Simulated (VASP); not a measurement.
Write the native input for VASP 6.6.1 that does the following.

```yaml
Task: single point
Functional: PBE
Potentials_or_basis: VASP PAW PBE potentials, release 64 (Ga_d)
Cutoff: 520 eV
k_mesh: 16 × 16 × 18
Occupations: gaussian, width 0.1 eV
Spin: no spin polarisation
Dipole_correction: no
Further_INCAR_settings: ALGO = Normal; EDIFF = 1e-06; NBANDS = 12
```

The structure of Ga lies in POSCAR:

```
Ga
1.0
   -1.3981344000      1.3989249300      2.2138185600
    1.4097252000     -1.4029817100      2.2236746400
    1.4093944800      1.4142417900     -2.2163738400
Ga
1
Direct
    0.0000000000      0.0000000000      0.0000000000
```

This cell differs from its parent crystal: the cell strained at random.

These files were run (other wordings do the same):

INCAR

```
SYSTEM = Ga
ALGO = Normal ; EDIFF = 1E-6
ENCUT = 520 ; GGA = PE
ISIF = 2 ; ISMEAR = 0
LASPH = .TRUE. ; LCHARG = .FALSE.
LREAL = .FALSE. ; LWAVE = .FALSE.
NBANDS = 12 ; NELM = 100
PREC = Accurate ; SIGMA = 0.1
```

KPOINTS

```
k-points
0
G
  16 16 18
  0 0 0
```

Potentials or basis: VASP PAW PBE potentials, release 64 (Ga_d).

Run with:

```sh
$ cat potpaw_PBE.64/Ga_d/POTCAR > POTCAR
$ mpirun -np 1 vasp_std > vasp.out
```

It gave:

```json
{
 "Pressure": "4.4 GPa"
}
```

Caveat: the cell differs from its parent crystal (the cell strained at random).

Wall time 2.9 min on 1 thread of Intel(R) Xeon(R) Platinum 8488C (Sapphire Rapids), with other jobs on the host, peak memory 0.54 GiB.
